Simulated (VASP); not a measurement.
# ZrB2 (k07) (P6/mmm) in VASP: notebook, part 2 of 2

VASP 6.6.1. Earlier steps stand in the parts before.

## (4) Single point, LDA

The input, INCAR:

```
ALGO = Normal ; EDIFF = 1E-7
ENCUT = 520 ; ISIF = 2
ISMEAR = -1 ; LASPH = True
LCHARG = True ; LELF = True
LREAL = False ; LVHAR = True
LWAVE = False ; NBANDS = 16
NELM = 80 ; PREC = Accurate
SIGMA = 0.15
```

The input, KPOINTS:

```
k-points
0
Gamma
  21 21 18
```

The input, POSCAR:

```
ZrB2
1.0
    3.1334051219      0.0000000000      0.0000000000
   -1.5667025610      2.7136084359      0.0000000000
    0.0000000000      0.0000000000      3.4889293751
Zr B
1 2
Direct
    0.0000000000      0.0000000000      0.0000000000
    0.3333333333      0.6666666667      0.5000000000
    0.6666666667      0.3333333333      0.5000000000
```

Potentials or basis: VASP PAW LDA potentials, release 64 (Zr_sv, B).

The run is started by

```sh
$ cat potpaw_LDA.64/Zr_sv/POTCAR potpaw_LDA.64/B/POTCAR > POTCAR
$ mpirun -np 1 vasp_std > vasp.out
```

OUTCAR:

```text
EDIFF = 1E-7
   ENCUT = 520
   ISIF = 2
   ISMEAR = -1
   LASPH = True
   LREAL = False
   NELM = 80
   PREC = Accurate

 ion  position               nearest neighbor table
   1  0.000  0.000  0.000-   2 2.51   3 2.51   2 2.51   3 2.51   3 2.51   3 2.51   2 2.51   2 2.51
                             3 2.51   3 2.51   2 2.51   2 2.51
   2  0.333  0.667  0.500-   3 1.81   3 1.81   3 1.81   1 2.51   1 2.51   1 2.51   1 2.51   1 2.51
                             1 2.51
   3  0.667  0.333  0.500-   2 1.81   2 1.81   2 1.81   1 2.51   1 2.51   1 2.51   1 2.51   1 2.51
                             1 2.51

  LATTYP: Found a hexagonal cell.
 ALAT       =     3.1334051219
 C/A-ratio  =     1.1134625876

  Lattice vectors:

 A1 = (   3.1334051219,   0.0000000000,   0.0000000000)
 A2 = (  -1.5667025610,   2.7136084359,   0.0000000000)
 A3 = (   0.0000000000,   0.0000000000,   3.4889293751)

Analysis of symmetry for initial positions (statically):
=====================================================================
 Subroutine PRICEL returns:
 Original cell was already a primitive cell.

 Routine SETGRP: Setting up the symmetry group for a
 hexagonal supercell.

 Subroutine GETGRP returns: Found 24 space group operations
 (whereof 24 operations were pure point group operations)
 out of a pool of 24 trial point group operations.

The static configuration has the point symmetry D_6h.

Analysis of symmetry for dynamics (positions and initial velocities):
=====================================================================
 Subroutine PRICEL returns:
 Original cell was already a primitive cell.

 Routine SETGRP: Setting up the symmetry group for a
 hexagonal supercell.

 Subroutine GETGRP returns: Found 24 space group operations
 (whereof 24 operations were pure point group operations)
 out of a pool of 24 trial point group operations.

The dynamic configuration has the point symmetry D_6h.
[... 113 lines left out ...]
   NUPDOWN=      -1.0000    fix difference up-down
   EMIN   =  10.00;   EMAX   =-10.00  energy-range for DOS
   EFERMI =   0.00;   METHOD = LEGACY
   ISMEAR =    -1;   SIGMA  =   0.15  broadening in eV -4-tet -1-fermi 0-gaus
   EFERMI_NEDOS =   21; number of points for ismear=-14 and -15
   IALGO  =     38    algorithm
   IMIX   =      4    mixing-type and parameters
     AMIX     =   0.40;   BMIX     =  1.00
     AMIX_MAG =   1.60;   BMIX_MAG =  1.00
  volume/ion in A,a.u.               =       9.89        66.73
  Fermi-wavevector in a.u.,A,eV,Ry     =   1.385948  2.619063 26.134787  1.920853
  Thomas-Fermi vector in A             =   2.510310
   LORBIT       =      0    0 simple, 1 ext, 2 COOP (PROOUT), +10 PAW based schemes
   GGA     = CA    functional components
   LHFCALC =     F    Hartree Fock is set to
   AEXX    =    0.0000 exact exchange contribution
   IVDW    =     0    specifies the selected vdW correction
   LEPSILON=     F    determine dielectric tensor
   LRPA    =     F    only Hartree local field effects (RPA)
 non-spin polarized calculation
  energy-cutoff  :      520.00
  volume of cell :       29.67
 maximum number of plane-waves:       816
 NGX is ok and might be reduce to    24
   NGX = 11   NGY = 11   NGZ = 13

 number of electron      18.0000000 magnetization

 Free energy of the ion-electron system (eV)
  ---------------------------------------------------
  ext. energy  EPLUGINS =         0.00000000
  ---------------------------------------------------
  free energy    TOTEN  =       -27.49154452 eV

  energy without entropy =      -27.47034929  energy(sigma->0) =      -27.48094690

 E-fermi :  10.8528     XC(G=0): -12.7534

 val. band max:       10.8489431521   @ k =   0.0952   0.0952   0.2778
 cond. band min:      10.8706137062   @ k =   0.1905   0.1905   0.1667
 fundamental gap:      0.0216705541
 Fermi energy:        10.8527782826

 k-point     1 :       0.0000    0.0000    0.0000
  band No.  band energies     occupation
      1     -37.3635      2.00000
      2     -15.7292      2.00000
      3     -15.1077      2.00000
      4     -15.1077      2.00000
      5      -1.8552      2.00000
      6       8.1642      2.00000
[... 433 lines left out ...]
      3     -15.6276      2.00000
      4     -15.2571      2.00000
      5      -0.6410      2.00000
      6       5.8112      2.00000
[... 8 lines left out ...]
     15      17.9465      0.00000
     16      19.5541      0.00000

 [... further k-points ...]
[... 5 lines left out ...]
  --------------------------------------------------------------------------------------
  -------------------------------------------------------------------------------------
  Total        0.0809756      0.0809756      0.0885815     -0.0000000      0.0000000     -0.0000000
  in kB        4.3732967      4.3732967      4.7840722     -0.0000000      0.0000000     -0.0000000
  external PRESSURE =       4.5102219 kB  Pullay stress =       0.0000000 kB

 VOLUME and BASIS-vectors are now :
 -----------------------------------------------------------------------------
  energy-cutoff  :      520.00
  volume of cell :       29.67
      direct lattice vectors                 reciprocal lattice vectors
     3.133405122  0.000000000  0.000000000     0.319141624  0.184256503  0.000000000
    -1.566702561  2.713608436  0.000000000     0.000000000  0.368513005  0.000000000
     0.000000000  0.000000000  3.488929375     0.000000000  0.000000000  0.286620878

 POSITION                                       TOTAL-FORCE (eV/Angst)
 -----------------------------------------------------------------------------------
      0.00000      0.00000      0.00000        -0.000000      0.000000      0.000000
     -0.00000      1.80907      1.74446        -0.000000     -0.000000      0.000000
      1.56670      0.90454      1.74446         0.000000      0.000000      0.000000
 -----------------------------------------------------------------------------------
    total drift:                               -0.000000      0.000000     -0.000000

  FREE ENERGIE OF THE ION-ELECTRON SYSTEM (eV)
  ---------------------------------------------------
  free  energy   TOTEN  =       -27.4915445230 eV

  energy  without entropy=      -27.4703492857  energy(sigma->0) =      -27.48094690
```

OSZICAR:

```text
N       E                     dE             d eps       ncg     rms          rms(c)
DAV:   1     0.100702752141E+03    0.10070E+03   -0.97219E+03 15376   0.113E+03
DAV:   2    -0.262936282441E+02   -0.12700E+03   -0.12213E+03 20056   0.294E+02
DAV:   3    -0.302821668678E+02   -0.39885E+01   -0.39713E+01 23368   0.447E+01
DAV:   4    -0.303368681365E+02   -0.54701E-01   -0.54692E-01 18896   0.485E+00
DAV:   5    -0.303380661397E+02   -0.11980E-02   -0.11980E-02 23064   0.476E-01    0.233E+01
DAV:   6    -0.275478748256E+02    0.27902E+01   -0.61669E+00 20160   0.167E+01    0.940E+00
DAV:   7    -0.274956323317E+02    0.52242E-01   -0.63096E-01 21184   0.496E+00    0.360E+00
DAV:   8    -0.274964037876E+02   -0.77146E-03   -0.11023E-01 18504   0.268E+00    0.370E-01
DAV:   9    -0.274918586730E+02    0.45451E-02   -0.20997E-02 18912   0.112E+00    0.182E-01
DAV:  10    -0.274915413819E+02    0.31729E-03   -0.16100E-03 18048   0.370E-01    0.439E-02
DAV:  11    -0.274915458692E+02   -0.44872E-05   -0.56019E-05 20376   0.710E-02    0.130E-02
DAV:  12    -0.274915447820E+02    0.10871E-05   -0.31111E-06 19304   0.158E-02    0.619E-03
DAV:  13    -0.274915445204E+02    0.26160E-06   -0.50347E-07 20736   0.642E-03    0.119E-03
DAV:  14    -0.274915445230E+02   -0.25739E-08   -0.29682E-08  9880   0.150E-03
   1 F= -.27491545E+02 E0= -.27480947E+02  d E =-.211952E-01
```

stdout:

```text
POSCAR found type information on POSCAR ZrB
 POSCAR found :  2 types and       3 ions
 scaLAPACK will be used
 LDA part: xc-table for (Slater(with rela. corr.)+CA(PZ))
 , standard interpolation
 POSCAR, INCAR and KPOINTS ok, starting setup
 FFT: planning ... GRIDC
 FFT: planning ... GRID_SOFT
 FFT: planning ... GRID
 WAVECAR not read
 entering main loop
```

It took 82 s on 1 thread of Intel Xeon Platinum 8559C (Emerald Rapids), shared host; peak memory 0.31 GiB.

Results:

```
Free energy            : -27.4915 eV
Pressure               : 0.5 GPa
Band gap on the k mesh : zero (band 9 reaches 11.64 eV, above the bottom of band 10 at 10.48 eV)
```

## (5) Relaxation of cell and atoms, LDA

The input, INCAR:

```
SYSTEM = ZrB2
ALGO = Normal
EDIFF = 1E-6
EDIFFG = -0.001
ENCUT = 600
GGA = CA
IBRION = 2
ISIF = 3
ISMEAR = -1
LASPH = .True.
LCHARG = .False.
LREAL = .False.
LWAVE = .False.
NELM = 80
NSW = 80
PREC = Accurate
SIGMA = 0.15
```

The input, KPOINTS:

```
k-points
0
Gamma
  21 21 18
  0 0 0
```

The input, POSCAR:

```
ZrB2
1.0
    3.1331377656      0.0000000000      0.0000000000
   -1.5665688828      2.7133768986      0.0000000000
    0.0000000000      0.0000000000      3.4886953752
Zr B
1 2
Direct
    0.0000000000      0.0000000000      0.0000000000
    0.3333333333      0.6666666667      0.5000000000
    0.6666666667      0.3333333333      0.5000000000
```

The run is started by

```sh
$ cat potpaw_LDA.64/Zr_sv/POTCAR potpaw_LDA.64/B/POTCAR > POTCAR
$ mpirun -np 1 vasp_std > vasp.out
```

Run time: 7.4 min. Hardware: 1 thread of Intel Xeon Platinum 8559C (Emerald Rapids), shared host; peak memory 0.35 GiB.

Results (log left out):

```
Free energy                            : -27.4930 eV
Relaxed volume                         : 9.91 Å³/atom
Relaxed cell                           : a = 3.135 Å, b = 3.135 Å, c = 3.491 Å, α = 90.00°, β = 90.00°, γ = 120.00°
Space group after relaxing (to 0.05 Å) : P6/mmm (No. 191)
Energy gained by relaxing              : 0.0 meV/atom
Ionic steps                            : 12
Pressure after relaxing                : 0.0 GPa
Band gap on the k mesh                 : zero (band 9 reaches 11.62 eV, above the bottom of band 10 at 10.46 eV)
```

Final structure:
```cif
data_structure
_symmetry_space_group_name_H-M 'P 1'
_symmetry_Int_Tables_number 1
_cell_length_a 3.1349
_cell_length_b 3.1349
_cell_length_c 3.4914
_cell_angle_alpha 90.000
_cell_angle_beta 90.000
_cell_angle_gamma 120.000
_cell_volume 29.72
loop_
_atom_site_label
_atom_site_type_symbol
_atom_site_fract_x
_atom_site_fract_y
_atom_site_fract_z
_atom_site_occupancy
Zr1 Zr 0.00000 0.00000 0.00000 1
B1 B 0.33333 0.66667 0.50000 1
B2 B 0.66667 0.33333 0.50000 1
```

Levels at points of the mesh, in eV from the Fermi level:
| k point | band 5 | band 6 | band 7 | band 8 | band 9 | band 10 | band 11 | band 12 | band 13 |
| --- | --- | --- | --- | --- | --- | --- | --- | --- | --- |
| (0.00, 0.00, 0.00) | -12.70 | -2.68 | -2.68 | -2.65 | -2.26 | 3.54 | 3.54 | 4.34 | 4.34 |
| (0.00, 0.00, 0.50) | -10.50 | -6.99 | -0.96 | -0.96 | 0.34 | 0.34 | 0.80 | 0.80 | 1.90 |

## (6) Relaxation of cell and atoms, LDA

The input, INCAR:

```
SYSTEM = ZrB2
ALGO     = Normal         ! electronic algorithm
EDIFF    = 1E-6           ! SCF threshold, eV
EDIFFG   = -0.002         ! ionic threshold
ENCUT    = 600            ! plane-wave cutoff, eV
IBRION   = 2              ! ionic algorithm
ISIF     = 3              ! what is computed and relaxed
ISMEAR   = 0              ! smearing method
LASPH    = .TRUE.         ! aspherical terms in the spheres
LCHARG   = .FALSE.        ! write CHGCAR
LREAL    = .FALSE.        ! projectors in reciprocal space
LWAVE    = .FALSE.        ! write WAVECAR
NELM     = 80             ! most SCF steps
NSW      = 100            ! ionic steps
PREC     = Accurate       ! precision mode
SIGMA    = 0.1            ! smearing width, eV
```

The input, KPOINTS:

```
k-points
0
G
  21 21 18
  0 0 0
```

The input, POSCAR:

```
ZrB2
1.0
    3.1356928512      0.0000000000      0.0000000000
   -1.5678464256      2.7155896676      0.0000000000
    0.0000000000      0.0000000000      3.4863225682
Zr B
1 2
Direct
    0.0000000000      0.0000000000      0.0000000000
    0.3333333333      0.6666666667      0.5000000000
    0.6666666667      0.3333333333      0.5000000000
```

Potentials or basis: VASP PAW LDA potentials, release 64 (Zr_sv, B).

The run is started by

```sh
$ cat potpaw_LDA.64/Zr_sv/POTCAR potpaw_LDA.64/B/POTCAR > POTCAR
$ mpirun -np 1 vasp_std > vasp.out
```

Run time: 5 min. Hardware: 1 thread of Intel Xeon Platinum 8559C (Emerald Rapids), shared host; peak memory 0.35 GiB.

The run converged. Its results:

| Property | Result |
| --- | --- |
| Free energy | -27.4835 eV |
| Relaxed volume | 9.90 Å³/atom |
| Relaxed cell | a = 3.135 Å, b = 3.135 Å, c = 3.491 Å, α = 90.00°, β = 90.00°, γ = 120.00° |
| Space group after relaxing (to 0.05 Å) | P6/mmm (No. 191) |
| Energy gained by relaxing | 0.0 meV/atom |
| Ionic steps | 8 |
| Pressure after relaxing | 0.0 GPa |
| Band gap on the k mesh | zero (band 9 reaches 11.62 eV, above the bottom of band 10 at 10.46 eV) |

Final structure:
```
CELL_PARAMETERS angstrom
3.13479 0.00000 0.00000
-1.56739 2.71481 0.00000
0.00000 0.00000 3.49100
ATOMIC_POSITIONS crystal
Zr 0.00000 0.00000 0.00000
B 0.33333 0.66667 0.50000
B 0.66667 0.33333 0.50000
```

Levels at points of the mesh, in eV from the Fermi level:
```tsv
k point	band 6	band 7	band 8	band 9	band 10	band 11	band 12	band 13
(0.00, 0.00, 0.00)	-2.73	-2.73	-2.70	-2.30	3.50	3.50	4.29	4.29
(0.00, 0.00, 0.50)	-7.04	-1.01	-1.01	0.29	0.29	0.75	0.75	1.85
```

## (7) Overview

```tsv
task	cell	k mesh	cutoff (eV)	smearing	gap on the mesh (eV)	pressure (GPa)	relaxed volume (Å³/atom)
single point	a = 3.136, b = 3.136, c = 3.486 Å, angles 90.0, 90.0, 120.0°, 3 atoms	9 × 9 × 6	520	gaussian 0.1 eV	none	0.3	-
single point	a = 3.133, b = 3.133, c = 3.489 Å, angles 90.0, 90.0, 120.0°, 3 atoms	21 × 21 × 18	520	gaussian 0.1 eV	none	0.5	-
single point	a = 3.133, b = 3.133, c = 3.489 Å, angles 90.0, 90.0, 120.0°, 3 atoms	21 × 21 × 18	520	fermi-dirac 0.15 eV	none	0.5	-
relaxation of cell and atoms	relaxed from a = 3.133, b = 3.133, c = 3.489 Å, angles 90.0, 90.0, 120.0°, 3 atoms	21 × 21 × 18	600	fermi-dirac 0.15 eV	none	0.0	9.91
relaxation of cell and atoms	relaxed from a = 3.136, b = 3.136, c = 3.486 Å, angles 90.0, 90.0, 120.0°, 3 atoms	21 × 21 × 18	600	gaussian 0.1 eV	none	0.0	9.90
```

Alike in all rows: level LDA; potentials or basis VASP PAW LDA potentials, release 64 (Zr_sv, B); no spin polarisation.

Total energies depend on the potentials used, so only differences within one code and one set of settings carry meaning.
